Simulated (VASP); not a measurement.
# Ba2CdBr6 (Fm-3m) in VASP: single point with PBE

Aim: the single point of Ba2CdBr6 with PBE.

Everything below comes from runs of VASP 6.6.1. Logs are shortened: lines on timing, memory, paths and dates and some standing lists are left out, and cuts for length are marked.

### 1 The cell of the first run

The structure is cubic, space group Fm-3m (No. 225). Conventional cell: a = 11.019 Å, b = 11.019 Å, c = 11.019 Å, α = 90.00°, β = 90.00°, γ = 90.00°. Within 5.1 Å of Ba (site symmetry -43m) lie 12 Br at 3.90 Å and 4 Cd at 4.77 Å. Within 3.6 Å of Cd (site symmetry m-3m) lie 6 Br at 2.75 Å. Within 3.6 Å of Br (site symmetry 4mm) lie 1 Cd at 2.75 Å.

### 2 Single point, PBE (atoms taken out)

Contents of INCAR:

```
SYSTEM = Ba2CdBr6
PREC = Accurate
ENCUT = 520
EDIFF = 1E-6
ISMEAR = 0
SIGMA = 0.1
LREAL = .FALSE.
LASPH = .TRUE.
NELM = 100
ALGO = Normal
ISIF = 2
LWAVE = .FALSE.
LCHARG = .FALSE.
GGA = PE
NBANDS = 47
```

Contents of KPOINTS:

```
Automatic mesh
0
G
  4 4 4
  0 0 0
```

Contents of POSCAR:

```
Ba2CdBr6
1.0
    0.0000000000      5.5095747400      5.5095747400
    5.5095747400      0.0000000000      5.5095747400
    5.5095747400      5.5095747400      0.0000000000
Ba Cd Br
2 1 6
Direct
    0.2500000000      0.2500000000      0.2500000000
    0.7500000000      0.7500000000      0.7500000000
    0.0000000000      0.0000000000      0.0000000000
    0.7500000000      0.2500000000      0.2500000000
    0.2500000000      0.7500000000      0.7500000000
    0.2500000000      0.7500000000      0.2500000000
    0.7500000000      0.2500000000      0.7500000000
    0.2500000000      0.2500000000      0.7500000000
    0.7500000000      0.7500000000      0.2500000000
```

Potentials or basis: VASP PAW PBE potentials, release 64 (Ba_sv, Cd, Br).

On the command line:

```sh
$ cat potpaw_PBE.64/Ba_sv/POTCAR potpaw_PBE.64/Cd/POTCAR potpaw_PBE.64/Br/POTCAR > POTCAR
$ mpirun -np 1 vasp_std > vasp.out
```

OUTCAR:

```text
SYSTEM = Ba2CdBr6
   PREC = Accurate
   ENCUT = 520
   EDIFF = 1E-6
   ISMEAR = 0
   LREAL = .FALSE.
   LASPH = .TRUE.
   NELM = 100
   ISIF = 2
   GGA = PE

 ion  position               nearest neighbor table
   1  0.250  0.250  0.250-
   2  0.750  0.750  0.750-
   3  0.000  0.000  0.000-   4 2.75   5 2.75   6 2.75   7 2.75   8 2.75   9 2.75
   4  0.750  0.250  0.250-   3 2.75
   5  0.250  0.750  0.750-   3 2.75
   6  0.250  0.750  0.250-   3 2.75
   7  0.750  0.250  0.750-   3 2.75
   8  0.250  0.250  0.750-   3 2.75
   9  0.750  0.750  0.250-   3 2.75

  LATTYP: Found a face centered cubic cell.
 ALAT       =    11.0191494800

  Lattice vectors:

 A1 = (   0.0000000000,   5.5095747400,   5.5095747400)
 A2 = (   5.5095747400,   0.0000000000,   5.5095747400)
 A3 = (   5.5095747400,   5.5095747400,   0.0000000000)

Analysis of symmetry for initial positions (statically):
=====================================================================
 Subroutine PRICEL returns:
 Original cell was already a primitive cell.

 Routine SETGRP: Setting up the symmetry group for a
 face centered cubic supercell.

 Subroutine GETGRP returns: Found 48 space group operations
 (whereof 48 operations were pure point group operations)
 out of a pool of 48 trial point group operations.

The static configuration has the point symmetry O_h .

Analysis of symmetry for dynamics (positions and initial velocities):
=====================================================================
 Subroutine PRICEL returns:
 Original cell was already a primitive cell.

 Routine SETGRP: Setting up the symmetry group for a
 face centered cubic supercell.

 Subroutine GETGRP returns: Found 48 space group operations
 (whereof 48 operations were pure point group operations)
 out of a pool of 48 trial point group operations.

The dynamic configuration has the point symmetry O_h .

 Subroutine INISYM returns: Found 48 space group operations
 (whereof 48 operations are pure point group operations),
 and found     1 'primitive' translations

----------------------------------------------------------------------------------------

                                     Primitive cell

  volume of cell :     334.4908

  direct lattice vectors                    reciprocal lattice vectors
     0.000000000  5.509574740  5.509574740    -0.090751106  0.090751106  0.090751106
     5.509574740  0.000000000  5.509574740     0.090751106 -0.090751106  0.090751106
     5.509574740  5.509574740  0.000000000     0.090751106  0.090751106 -0.090751106

  length of vectors
     7.791715320  7.791715320  7.791715320     0.157185526  0.157185526  0.157185526

  position of ions in fractional coordinates (direct lattice)
     0.250000000  0.250000000  0.250000000
     0.750000000  0.750000000  0.750000000
     0.000000000  0.000000000  0.000000000
     0.750000000  0.250000000  0.250000000
     0.250000000  0.750000000  0.750000000
     0.250000000  0.750000000  0.250000000
     0.750000000  0.250000000  0.750000000
     0.250000000  0.250000000  0.750000000
     0.750000000  0.750000000  0.250000000

  ion indices of the primitive-cell ions
   primitive index   ion index
                 1           1
                 2           2
                 3           3
                 4           4
                 5           5
                 6           6
                 7           7
                 8           8
                 9           9

----------------------------------------------------------------------------------------

 KPOINTS: Automatic mesh

Automatic generation of k-mesh.
 Grid dimensions read from file:
 generate k-points for:    4    4    4

 Generating k-lattice:

  Cartesian coordinates                     Fractional coordinates (reciprocal lattice)
    -0.022687776  0.022687776  0.022687776     0.250000000  0.000000000  0.000000000
     0.022687776 -0.022687776  0.022687776     0.000000000  0.250000000  0.000000000
     0.022687776  0.022687776 -0.022687776     0.000000000  0.000000000  0.250000000

  Length of vectors
     0.039296382  0.039296382  0.039296382

  Shift w.r.t. Gamma in fractional coordinates (k-lattice)
     0.000000000  0.000000000  0.000000000

 Subroutine IBZKPT returns following result:
 ===========================================

 Found      8 irreducible k-points:

 Following reciprocal coordinates:
            Coordinates               Weight
  0.000000  0.000000  0.000000      1.000000
  0.250000  0.000000  0.000000      8.000000
  0.500000  0.000000  0.000000      4.000000
  0.250000  0.250000  0.000000      6.000000
  0.500000  0.250000  0.000000     24.000000
 -0.250000  0.250000  0.000000     12.000000
  0.500000  0.500000  0.000000      3.000000
 -0.250000  0.500000  0.250000      6.000000
   k-points           NKPTS =      8   k-points in BZ     NKDIM =      8   number of bands    NBANDS=     47
   number of dos      NEDOS =    301   number of ions     NIONS =      9
   total plane-waves  NPLWV = 216000
   dimension x,y,z NGX =    60 NGY =   60 NGZ =   60
   dimension x,y,z NGXF=   120 NGYF=  120 NGZF=  120
   ions per type =               2   1   6
   NGX,Y,Z   is equivalent  to a cutoff of  12.80, 12.80, 12.80 a.u.
   NGXF,Y,Z  is equivalent  to a cutoff of  25.60, 25.60, 25.60 a.u.
 SYSTEM =  Ba2CdBr6
   PREC   = accura    normal or accurate (medium, high low for compatibility)
   ISTART =      0    job   : 0-new  1-cont  2-samecut
   ICHARG =      2    charge: 1-file 2-atom 10-const
   ISPIN  =      1    spin polarized calculation?
   LNONCOLLINEAR =      F non collinear calculations
   LSORBIT =      F    spin-orbit coupling
   LASPH  =      T    aspherical Exc in radial PAW
   ENCUT  =  520.0 eV  38.22 Ry    6.18 a.u.  14.49 14.49 14.49*2*pi/ulx,y,z
   NELM   =    100;   NELMIN=  2; NELMDL= -5     # of ELM steps
   EDIFF  = 0.1E-05   stopping-criterion for ELM
   LREAL  =      F    real-space projection
   EDIFFG = 0.1E-04   stopping-criterion for IOM
   NSW    =      0    number of steps for IOM
   IBRION =     -1    ionic relax: 0-MD 1-quasi-New 2-CG
   NFREE  =      0    steps in history (QN), initial steepest desc. (CG)
   ISIF   =      2    stress and relaxation
   ISYM   =      2    0-nonsym 1-usesym 2-fastsym
   POTIM  = 0.5000    time-step for ionic-motion
   TEBEG  =    0.0;   TEEND  =   0.0 temperature during run
   PSTRESS=    0.0 pullay stress
   NELECT =      74.0000    total number of electrons
   NUPDOWN=      -1.0000    fix difference up-down
   EMIN   =  10.00;   EMAX   =-10.00  energy-range for DOS
   EFERMI =   0.00;   METHOD = LEGACY
   ISMEAR =     0;   SIGMA  =   0.10  broadening in eV -4-tet -1-fermi 0-gaus
   EFERMI_NEDOS =   21; number of points for ismear=-14 and -15
   IALGO  =     38    algorithm
   IMIX   =      4    mixing-type and parameters
     AMIX     =   0.40;   BMIX     =  1.00
     AMIX_MAG =   1.60;   BMIX_MAG =  1.00
  volume/ion in A,a.u.               =      37.17       250.81
  Fermi-wavevector in a.u.,A,eV,Ry     =   0.990126  1.871068 13.338477  0.980350
  Thomas-Fermi vector in A             =   2.121774
   LORBIT       =      0    0 simple, 1 ext, 2 COOP (PROOUT), +10 PAW based schemes
   GGA     = PE    functional components
   LHFCALC =     F    Hartree Fock is set to
   AEXX    =    0.0000 exact exchange contribution
   IVDW    =     0    specifies the selected vdW correction
   LEPSILON=     F    determine dielectric tensor
   LRPA    =     F    only Hartree local field effects (RPA)
 non-spin polarized calculation
 Gauss-broadening in eV      SIGMA  =   0.10
  energy-cutoff  :      520.00
  volume of cell :      334.49
 maximum number of plane-waves:      9089
 NGX is ok and might be reduce to    60
   NGX = 29   NGY = 29   NGZ = 29

 number of electron      73.9999993 magnetization

 Free energy of the ion-electron system (eV)
  ---------------------------------------------------
  ext. energy  EPLUGINS =         0.00000000
  ---------------------------------------------------
  free energy    TOTEN  =       -28.79200593 eV

  energy without entropy =      -28.79200593  energy(sigma->0) =      -28.79200593

 E-fermi :   0.5871     XC(G=0):  -7.9608

 val. band max:        0.1276142538   @ k =   0.0000   0.0000   0.0000
 cond. band min:       2.9628168537   @ k =   0.0000   0.0000   0.0000
 fundamental gap:      2.8352025999
 Fermi energy:         0.5871388789

 k-point     1 :       0.0000    0.0000    0.0000
  band No.  band energies     occupation
      1     -27.8304      2.00000
      2     -27.8286      2.00000
      3     -13.4239      2.00000
      4     -13.0421      2.00000
      5     -13.0421      2.00000
      6     -13.0421      2.00000
[... 39 lines left out ...]
     46       4.1151      0.00000
     47       4.1210      0.00000

 k-point     2 :       0.2500    0.0000    0.0000
  band No.  band energies     occupation
      1     -27.8301      2.00000
      2     -27.8288      2.00000
      3     -13.4190      2.00000
      4     -13.1833      2.00000
      5     -13.0645      2.00000
      6     -13.0645      2.00000
[... 39 lines left out ...]
     46       4.4225      0.00000
     47       4.4663      0.00000

 k-point     3 :       0.5000    0.0000    0.0000
  band No.  band energies     occupation
      1     -27.8295      2.00000
      2     -27.8295      2.00000
      3     -13.3861      2.00000
      4     -13.3032      2.00000
      5     -13.0676      2.00000
      6     -13.0676      2.00000
[... 39 lines left out ...]
     46       4.9874      0.00000
     47       4.9880      0.00000

 k-point     4 :       0.2500    0.2500    0.0000
  band No.  band energies     occupation
      1     -27.8301      2.00000
      2     -27.8289      2.00000
      3     -13.4287      2.00000
      4     -13.1466      2.00000
      5     -13.1466      2.00000
      6     -13.0714      2.00000
[... 39 lines left out ...]
     46       4.6049      0.00000
     47       4.6081      0.00000

 k-point     5 :       0.5000    0.2500    0.0000
  band No.  band energies     occupation
      1     -27.8297      2.00000
      2     -27.8293      2.00000
      3     -13.4076      2.00000
      4     -13.2784      2.00000
      5     -13.1660      2.00000
      6     -13.0974      2.00000
[... 39 lines left out ...]
     46       4.8384      0.00000
     47       5.0114      0.00000

 k-point     6 :      -0.2500    0.2500    0.0000
  band No.  band energies     occupation
      1     -27.8298      2.00000
      2     -27.8292      2.00000
      3     -13.4011      2.00000
      4     -13.2718      2.00000
      5     -13.1449      2.00000
      6     -13.1078      2.00000
[... 39 lines left out ...]
     46       4.6658      0.00000
     47       4.6751      0.00000

 k-point     7 :       0.5000    0.5000    0.0000
  band No.  band energies     occupation
      1     -27.8298      2.00000
      2     -27.8292      2.00000
      3     -13.4406      2.00000
      4     -13.2083      2.00000
      5     -13.2083      2.00000
      6     -13.0953      2.00000
[... 39 lines left out ...]
     46       5.2158      0.00000
     47       5.2301      0.00000

 k-point     8 :      -0.2500    0.5000    0.2500
  band No.  band energies     occupation
      1     -27.8295      2.00000
      2     -27.8295      2.00000
      3     -13.3911      2.00000
      4     -13.3229      2.00000
      5     -13.1472      2.00000
      6     -13.1472      2.00000
[... 39 lines left out ...]
     46       4.8491      0.00000
     47       5.2182      0.00000

------------------------ aborting loop because EDIFF is reached ----------------------------------------

  FORCE on cell =-STRESS in cart. coord.  units (eV):
  Direction    XX          YY          ZZ          XY          YZ          ZX
  --------------------------------------------------------------------------------------
  -------------------------------------------------------------------------------------
  Total       -4.1276584     -4.1276584     -4.1276584      0.0000000      0.0000000      0.0000000
  in kB      -19.7710665    -19.7710665    -19.7710665      0.0000000      0.0000000      0.0000000
  external PRESSURE =     -19.7710665 kB  Pullay stress =       0.0000000 kB

 VOLUME and BASIS-vectors are now :
 -----------------------------------------------------------------------------
  energy-cutoff  :      520.00
  volume of cell :      334.49
      direct lattice vectors                 reciprocal lattice vectors
     0.000000000  5.509574740  5.509574740    -0.090751106  0.090751106  0.090751106
     5.509574740  0.000000000  5.509574740     0.090751106 -0.090751106  0.090751106
     5.509574740  5.509574740  0.000000000     0.090751106  0.090751106 -0.090751106

 POSITION                                       TOTAL-FORCE (eV/Angst)
 -----------------------------------------------------------------------------------
      2.75479      2.75479      2.75479         0.000000     -0.000000      0.000000
      8.26436      8.26436      8.26436         0.000000     -0.000000      0.000000
      0.00000      0.00000      0.00000         0.000000     -0.000000      0.000000
      2.75479      5.50957      5.50957         0.145139      0.000000      0.000000
      8.26436      5.50957      5.50957        -0.145139      0.000000      0.000000
      5.50957      2.75479      5.50957         0.000000      0.145139      0.000000
      5.50957      8.26436      5.50957         0.000000     -0.145139      0.000000
      5.50957      5.50957      2.75479         0.000000      0.000000      0.145139
      5.50957      5.50957      8.26436         0.000000      0.000000     -0.145139
 -----------------------------------------------------------------------------------
    total drift:                               -0.000000     -0.000000     -0.000000

  FREE ENERGIE OF THE ION-ELECTRON SYSTEM (eV)
  ---------------------------------------------------
  free  energy   TOTEN  =       -28.7920059252 eV

  energy  without entropy=      -28.7920059252  energy(sigma->0) =      -28.79200593
```

It took 5.1 min on 1 thread of Oxide Virtual Turin-like, shared host; peak memory 0.53 GiB.

Results:

```yaml
Free_energy: -28.7920 eV
Pressure: -2.0 GPa
Band_gap_on_the_k_mesh: 2.84 eV
```

Caveat: the cell differs from its parent crystal (atoms taken out); spin-orbit coupling is left out, which moves the levels of the heavy elements.
